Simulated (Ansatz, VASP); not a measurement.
## C: VASP beside Ansatz

```
C
1.0
     1.22835    0.70919   10.04113
    -1.22835    0.70919   10.04113
     0.00000   -1.41838   10.04113
C
10
Direct
  0.02482 0.02482 0.02482
  0.97518 0.97518 0.97518
  0.10869 0.10869 0.10869
  0.89131 0.89131 0.89131
  0.15837 0.15837 0.15837
  0.84163 0.84163 0.84163
  0.37486 0.37486 0.37486
  0.62514 0.62514 0.62514
  0.42532 0.42532 0.42532
  0.57468 0.57468 0.57468
```

Alike in both runs: task single point; functional PBEsol; k mesh 12 × 12 × 12; occupations gaussian, width 0.05 eV; no spin polarisation.

```csv
,VASP,Ansatz
version,VASP 6.6.1,Ansatz 0.2.0
potentials or method,"VASP PAW PBE potentials, release 64 (C), cutoff 520 eV","scalar-relativistic, plane waves, PAW"
valence electrons in the cell,40,40
```

```csv
,VASP,Ansatz,Ansatz less VASP
gap on the k mesh at the Fermi level (eV),4.48,4.49,+0.011
least direct gap on the mesh (eV),5.39,5.40,+0.004
rms of the force components (eV/Å),0.018,0.017,-0.0009
```

VASP's potentials were made for PBE, not for PBEsol, and Ansatz warns of the same on its side. Atom by atom the forces differ by 0.001 eV/Å (rms over components).
